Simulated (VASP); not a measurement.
# SbS2 (Cmcm) in VASP: relaxation of cell and atoms with PBE

Aim: the relaxation of cell and atoms of SbS2 with PBE.

Everything below comes from runs of VASP 6.6.1. Logs are shortened: lines on timing, memory, paths and dates and some standing lists are left out, and cuts for length are marked.

### Step 1. The cell of the first run

Symmetry: Cmcm, No. 63, orthorhombic system. Conventional cell: a = 9.588 Å, b = 5.437 Å, c = 5.295 Å, α = 90.00°, β = 90.00°, γ = 90.00°. Sb (site symmetry m2m) has 10 S at 3.13 to 3.17 Å and 4 Sb at 3.57 to 4.04 Å within 4.1 Å. Within 4.1 Å of S (site symmetry m) lie 9 S at 3.08 to 4.04 Å and 5 Sb at 3.13 to 3.17 Å.

### Step 2. Relaxation of cell and atoms, PBE

The input, INCAR:

```
PREC = Accurate ; ENCUT = 500
EDIFF = 1E-7 ; ISMEAR = 0
SIGMA = 0.1 ; LREAL = F
LASPH = T ; NELM = 120
ALGO = Normal ; ISIF = 3
LWAVE = F ; LCHARG = F
GGA = PE ; IBRION = 2
NSW = 90 ; EDIFFG = -0.04
GGA_COMPAT = F ; NELMIN = 4
```

The input, KPOINTS:

```
Automatic mesh
0
Gamma
  4 4 4
```

The input, POSCAR:

```
SbS2
1.0
    4.7942499202     -2.7187387545      0.0000000000
    4.7942499202      2.7187387545      0.0000000000
    0.0000000000      0.0000000000      5.2950404683
Sb S
2 4
Direct
    0.7800000000      0.2200000000      0.7500000000
    0.2200000000      0.7800000000      0.2500000000
    0.8900000000      0.4500000000      0.2500000000
    0.5500000000      0.1100000000      0.2500000000
    0.4500000000      0.8900000000      0.7500000000
    0.1100000000      0.5500000000      0.7500000000
```

Potentials or basis: VASP PAW PBE potentials, release 64 (Sb_d_GW, S).

On the command line:

```sh
$ cat potpaw_PBE.64/Sb_d_GW/POTCAR potpaw_PBE.64/S/POTCAR > POTCAR
$ mpirun -np 1 vasp_std > vasp.out
```

OUTCAR:

```text
PREC = Accurate
   ENCUT = 500
   EDIFF = 1E-7
   ISMEAR = 0
   LREAL = F
   LASPH = T
   NELM = 120
   ISIF = 3
   GGA = PE
   IBRION = 2
   NSW = 90
   EDIFFG = -0.04
   NELMIN = 4

 ion  position               nearest neighbor table
   1  0.780  0.220  0.750-
   2  0.220  0.780  0.250-
   3  0.890  0.450  0.250-
   4  0.550  0.110  0.250-
   5  0.450  0.890  0.750-
   6  0.110  0.550  0.750-

  LATTYP: Found a base centered orthorhombic cell.
 ALAT       =     5.4374775090
 B/A-ratio  =     1.7634095634
 C/A-ratio  =     0.9738045738

  Lattice vectors:

 A1 = (  -4.7942499202,  -2.7187387545,   0.0000000000)
 A2 = (   4.7942499202,  -2.7187387545,   0.0000000000)
 A3 = (   0.0000000000,   0.0000000000,   5.2950404683)

Analysis of symmetry for initial positions (statically):
=====================================================================
 Subroutine PRICEL returns:
 Original cell was already a primitive cell.

 Routine SETGRP: Setting up the symmetry group for a
 base centered orthorhombic supercell.

 Subroutine GETGRP returns: Found  8 space group operations
 (whereof  4 operations were pure point group operations)
 out of a pool of  8 trial point group operations.

The static configuration has the point symmetry C_2h.
 The point group associated with its full space group is D_2h.

Analysis of symmetry for dynamics (positions and initial velocities):
=====================================================================
 Subroutine PRICEL returns:
 Original cell was already a primitive cell.

 Routine SETGRP: Setting up the symmetry group for a
 base centered orthorhombic supercell.

 Subroutine GETGRP returns: Found  8 space group operations
 (whereof  4 operations were pure point group operations)
 out of a pool of  8 trial point group operations.

The dynamic configuration has the point symmetry C_2h.
 The point group associated with its full space group is D_2h.

 Subroutine INISYM returns: Found  8 space group operations
 (whereof  4 operations are pure point group operations),
 and found     1 'primitive' translations

----------------------------------------------------------------------------------------

                                     Primitive cell

  volume of cell :     138.0344

  direct lattice vectors                    reciprocal lattice vectors
     4.794249920 -2.718738754  0.000000000     0.104291601 -0.183908807  0.000000000
     4.794249920  2.718738754  0.000000000     0.104291601  0.183908807  0.000000000
     0.000000000  0.000000000  5.295040468     0.000000000  0.000000000  0.188855969

  length of vectors
     5.511476455  5.511476455  5.295040468     0.211421823  0.211421823  0.188855969

  position of ions in fractional coordinates (direct lattice)
     0.780000000  0.220000000  0.750000000
     0.220000000  0.780000000  0.250000000
     0.890000000  0.450000000  0.250000000
     0.550000000  0.110000000  0.250000000
     0.450000000  0.890000000  0.750000000
     0.110000000  0.550000000  0.750000000

  ion indices of the primitive-cell ions
   primitive index   ion index
                 1           1
                 2           2
                 3           3
                 4           4
                 5           5
                 6           6

----------------------------------------------------------------------------------------

 KPOINTS: Automatic mesh

Automatic generation of k-mesh.
 Grid dimensions read from file:
 generate k-points for:    4    4    4

 Generating k-lattice:

  Cartesian coordinates                     Fractional coordinates (reciprocal lattice)
     0.026072900 -0.045977202  0.000000000     0.250000000  0.000000000  0.000000000
     0.026072900  0.045977202  0.000000000     0.000000000  0.250000000  0.000000000
     0.000000000  0.000000000  0.047213992     0.000000000  0.000000000  0.250000000

  Length of vectors
     0.052855456  0.052855456  0.047213992

  Shift w.r.t. Gamma in fractional coordinates (k-lattice)
     0.000000000  0.000000000  0.000000000

 Subroutine IBZKPT returns following result:
 ===========================================

 Found     21 irreducible k-points:

 Following reciprocal coordinates:
            Coordinates               Weight
  0.000000  0.000000  0.000000      1.000000
  0.250000  0.000000  0.000000      4.000000
  0.500000  0.000000  0.000000      2.000000
  0.250000  0.250000  0.000000      2.000000
  0.500000  0.250000  0.000000      4.000000
 -0.250000  0.250000  0.000000      2.000000
[... 13 lines left out ...]
 -0.250000  0.250000  0.500000      2.000000
  0.500000  0.500000  0.500000      1.000000
   k-points           NKPTS =     21   k-points in BZ     NKDIM =     21   number of bands    NBANDS=     32
   number of dos      NEDOS =    301   number of ions     NIONS =      6
   total plane-waves  NPLWV =  64000
   dimension x,y,z NGX =    40 NGY =   40 NGZ =   40
   dimension x,y,z NGXF=    80 NGYF=   80 NGZF=   80
   ions per type =               2   4
   NGX,Y,Z   is equivalent  to a cutoff of  12.07, 12.07, 12.56 a.u.
   NGXF,Y,Z  is equivalent  to a cutoff of  24.13, 24.13, 25.12 a.u.
 SYSTEM =  unknown system
   PREC   = accura    normal or accurate (medium, high low for compatibility)
   ISTART =      0    job   : 0-new  1-cont  2-samecut
   ICHARG =      2    charge: 1-file 2-atom 10-const
   ISPIN  =      1    spin polarized calculation?
   LNONCOLLINEAR =      F non collinear calculations
   LSORBIT =      F    spin-orbit coupling
   LASPH  =      T    aspherical Exc in radial PAW
   ENCUT  =  500.0 eV  36.75 Ry    6.06 a.u.  10.05 10.05  9.65*2*pi/ulx,y,z
   NELM   =    120;   NELMIN=  4; NELMDL= -5     # of ELM steps
   EDIFF  = 0.1E-06   stopping-criterion for ELM
   LREAL  =      F    real-space projection
   EDIFFG = -.4E-01   stopping-criterion for IOM
   NSW    =     90    number of steps for IOM
   IBRION =      2    ionic relax: 0-MD 1-quasi-New 2-CG
   NFREE  =      1    steps in history (QN), initial steepest desc. (CG)
   ISIF   =      3    stress and relaxation
   ISYM   =      2    0-nonsym 1-usesym 2-fastsym
   POTIM  = 0.5000    time-step for ionic-motion
   TEBEG  =    0.0;   TEEND  =   0.0 temperature during run
   PSTRESS=    0.0 pullay stress
   NELECT =      54.0000    total number of electrons
   NUPDOWN=      -1.0000    fix difference up-down
   EMIN   =  10.00;   EMAX   =-10.00  energy-range for DOS
   EFERMI =   0.00;   METHOD = LEGACY
   ISMEAR =     0;   SIGMA  =   0.10  broadening in eV -4-tet -1-fermi 0-gaus
   EFERMI_NEDOS =   21; number of points for ismear=-14 and -15
   IALGO  =     38    algorithm
   IMIX   =      4    mixing-type and parameters
     AMIX     =   0.40;   BMIX     =  1.00
     AMIX_MAG =   1.60;   BMIX_MAG =  1.00
  volume/ion in A,a.u.               =      23.01       155.25
  Fermi-wavevector in a.u.,A,eV,Ry     =   1.197320  2.262607 19.504978  1.433575
  Thomas-Fermi vector in A             =   2.333238
   LORBIT       =      0    0 simple, 1 ext, 2 COOP (PROOUT), +10 PAW based schemes
   GGA     = PE    functional components
   LHFCALC =     F    Hartree Fock is set to
   AEXX    =    0.0000 exact exchange contribution
   IVDW    =     0    specifies the selected vdW correction
   LEPSILON=     F    determine dielectric tensor
   LRPA    =     F    only Hartree local field effects (RPA)
 conjugate gradient relaxation of ions
 non-spin polarized calculation
 Gauss-broadening in eV      SIGMA  =   0.10
  energy-cutoff  :      500.00
  volume of cell :      138.03
 maximum number of plane-waves:      3528
   NGX = 21   NGY = 21   NGZ = 19

--------------------------------------- Ionic step        1  -------------------------------------------

 number of electron      54.0000000 magnetization

 Free energy of the ion-electron system (eV)
  ---------------------------------------------------
  ext. energy  EPLUGINS =         0.00000000
  ---------------------------------------------------
  free energy    TOTEN  =       -21.58980448 eV

  energy without entropy =      -21.55206548  energy(sigma->0) =      -21.57093498

------------------------ aborting loop because EDIFF is reached ----------------------------------------

  FORCE on cell =-STRESS in cart. coord.  units (eV):
  Direction    XX          YY          ZZ          XY          YZ          ZX
  --------------------------------------------------------------------------------------
  -------------------------------------------------------------------------------------
  Total       -7.4517364     -7.5474672     -7.1767839      0.0000000      0.0000000      0.0000000
  in kB      -86.4929362    -87.6040914    -83.3015385      0.0000000      0.0000000      0.0000000
  external PRESSURE =     -85.7995220 kB  Pullay stress =       0.0000000 kB
[... 101 lines left out ...]
  FREE ENERGIE OF THE ION-ELECTRON SYSTEM (eV)
  ---------------------------------------------------
  free  energy   TOTEN  =       -22.3222939898 eV

  energy  without entropy=      -22.2966750701  energy(sigma->0) =      -22.30948453

[... ionic steps 4 to 10 ...]

--------------------------------------- Ionic step       11  -------------------------------------------

 number of electron      54.0000016 magnetization

------------------------ aborting loop because EDIFF is reached ----------------------------------------

  FORCE on cell =-STRESS in cart. coord.  units (eV):
  Direction    XX          YY          ZZ          XY          YZ          ZX
  --------------------------------------------------------------------------------------
  -------------------------------------------------------------------------------------
  Total       -0.3350250      0.3435370      0.4517744      0.0000000      0.0000000      0.0000000
  in kB       -4.2565727      4.3647189      5.7399013      0.0000000      0.0000000      0.0000000
  external PRESSURE =       1.9493492 kB  Pullay stress =       0.0000000 kB
[... 65 lines left out ...]
  energy  without entropy=      -22.8145753380  energy(sigma->0) =      -22.82171028

--------------------------------------- Ionic step       13  -------------------------------------------

 number of electron      53.9999995 magnetization

 Free energy of the ion-electron system (eV)
  ---------------------------------------------------
  ext. energy  EPLUGINS =         0.00000000
  ---------------------------------------------------
  free energy    TOTEN  =       -22.83204571 eV

  energy without entropy =      -22.81610171  energy(sigma->0) =      -22.82407371

 E-fermi :   5.5770     XC(G=0): -10.4108

 val. band max:        5.5703984269   @ k =   0.5000   0.2500   0.0000
 cond. band min:       5.6066636764   @ k =   0.5000   0.5000   0.0000
 fundamental gap:      0.0362652495
 Fermi energy:         5.5769674402

 k-point     1 :       0.0000    0.0000    0.0000
  band No.  band energies     occupation
      1     -23.9065      2.00000
      2     -23.8840      2.00000
      3     -23.8781      2.00000
      4     -23.8691      2.00000
      5     -23.8580      2.00000
      6     -23.8549      2.00000
[... 757 lines left out ...]
  FREE ENERGIE OF THE ION-ELECTRON SYSTEM (eV)
  ---------------------------------------------------
  free  energy   TOTEN  =       -22.8320457054 eV

  energy  without entropy=      -22.8161017086  energy(sigma->0) =      -22.82407371

 reached required accuracy - stopping structural energy minimisation
```

Wall time 8 min (1 thread of Intel Xeon 6975P-C (Granite Rapids), shared host); peak memory 0.31 GiB.

What came out:

* Free energy: -22.8320 eV
* Relaxed volume: 21.09 Å³/atom
* Relaxed cell: a = 5.557 Å, b = 5.557 Å, c = 5.144 Å, α = 90.00°, β = 90.00°, γ = 52.82°
* Space group after relaxing (to 0.1 Å): Cmcm (No. 63)
* Energy gained by relaxing: 207.0 meV/atom
* Ionic steps: 13
* Pressure after relaxing: 0.0 GPa
* Largest force after relaxing: 0.036 eV/Å
* Band gap on the k mesh: zero (bands 27 and 28 overlap by 1.86 eV)

Forces in eV/Å, atoms in the order of the input:
```
Sb   0.000  0.036  0.000
Sb   0.000 -0.036  0.000
S   -0.031 -0.003  0.000
S    0.031 -0.003  0.000
S   -0.031  0.003  0.000
S    0.031  0.003  0.000
```

The path:
| step | energy change (eV) | largest force (eV/Å) | pressure (GPa) | volume (Å³) |
| --- | --- | --- | --- | --- |
| 1 | 0.0000 | 0.8585 | -8.58 | 138.03 |
| 2 | -0.7219 | 0.5775 | 2.44 | 114.86 |
| 3 | -0.7325 | 0.6243 | 0.91 | 116.91 |
| 4 | -0.8570 | 0.4880 | 1.16 | 116.87 |
| 5 | -1.0795 | 0.2788 | 3.51 | 116.57 |
| 6 | -1.1788 | 0.2354 | 0.48 | 121.90 |
| 7 | -1.1940 | 0.2343 | -1.11 | 125.28 |
| 8 | -1.2168 | 0.1734 | -0.82 | 125.88 |
| 9 | -1.2299 | 0.0932 | -0.35 | 126.64 |
| 10 | -1.2302 | 0.0806 | -0.27 | 126.76 |
| 11 | -1.2371 | 0.0413 | 0.19 | 126.10 |
| 12 | -1.2390 | 0.0201 | 0.58 | 125.57 |
| 13 | -1.2422 | 0.0357 | 0.02 | 126.54 |

Final structure:
```yaml
crystal:
  lattice:
    - [4.97683, -2.47149, 0.00000]
    - [4.97683, 2.47149, 0.00000]
    - [0.00000, 0.00000, 5.14401]
  atoms:
    - { symbol: Sb, position: [0.73942, 0.26058, 0.75000] }
    - { symbol: Sb, position: [0.26058, 0.73942, 0.25000] }
    - { symbol: S, position: [0.88219, 0.40503, 0.25000] }
    - { symbol: S, position: [0.59497, 0.11781, 0.25000] }
    - { symbol: S, position: [0.40503, 0.88219, 0.75000] }
    - { symbol: S, position: [0.11781, 0.59497, 0.75000] }
```

Levels at points of the mesh, in eV from the Fermi level:
| k point | band 24 | band 25 | band 26 | band 27 | band 28 | band 29 | band 30 | band 31 |
| --- | --- | --- | --- | --- | --- | --- | --- | --- |
| (0.00, 0.00, 0.00) | -1.83 | -1.80 | -1.46 | -1.14 | -1.05 | 1.36 | 1.68 | 3.38 |
| (0.50, 0.00, 0.00) | -1.68 | -1.08 | -0.84 | 0.19 | 0.39 | 2.49 | 2.86 | 3.11 |
| (0.50, 0.50, 0.00) | -1.33 | -1.23 | -0.79 | -0.15 | 0.03 | 1.29 | 1.37 | 1.62 |
| (0.00, 0.00, 0.50) | -2.60 | -1.38 | -1.38 | 0.80 | 0.80 | 2.59 | 2.59 | 3.37 |
| (0.50, 0.00, 0.50) | -1.20 | -0.41 | -0.41 | 0.61 | 0.61 | 1.41 | 1.41 | 2.27 |
| (0.50, 0.50, 0.50) | -1.13 | -0.84 | -0.84 | -0.49 | -0.49 | 1.76 | 1.76 | 2.56 |

Caveat: spin-orbit coupling is left out, which moves the levels of the heavy elements.

The gap in the log of VASP goes by the Fermi energy; the results here count the filled bands.